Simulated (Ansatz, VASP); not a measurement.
Mg2As in VASP and in Ansatz

```xyz
3
Lattice="4.0491 0.0000 0.0000 -2.0245 3.5066 0.0000 0.0000 0.0000 4.3719" Properties=species:S:1:pos:R:3 pbc="T T T"
Mg    0.0000    2.3377    2.1859
Mg    2.0245    1.1689    2.1859
As    0.0000    0.0000    0.0000
```

Alike in both runs: task single point; functional PBE; k mesh 6 × 6 × 4; occupations gaussian, width 0.1 eV; no spin polarisation.

|  | VASP | Ansatz |
| --- | --- | --- |
| version | VASP 6.6.1 | Ansatz 0.2.0 |
| potentials or method | VASP PAW PBE potentials, release 64 (Mg, As), cutoff 520 eV | scalar-relativistic, plane waves, PAW |
| valence electrons in the cell | 9 | 35 |

|  | VASP | Ansatz | Ansatz less VASP |
| --- | --- | --- | --- |
| gap on the k mesh at the Fermi level (eV) | none | none | - |
| pressure (GPa) | 8.3 | 8.3 | -0.03 |
| traceless stress, the component that is largest in VASP (GPa) | -25.17 | -25.08 | +0.085 |

A gap of «none» marks a metal or a gap that the smearing closes. VASP's potentials hold 9 valence electrons a cell and Ansatz's 35, so a difference there can come from the potentials and not from the codes.
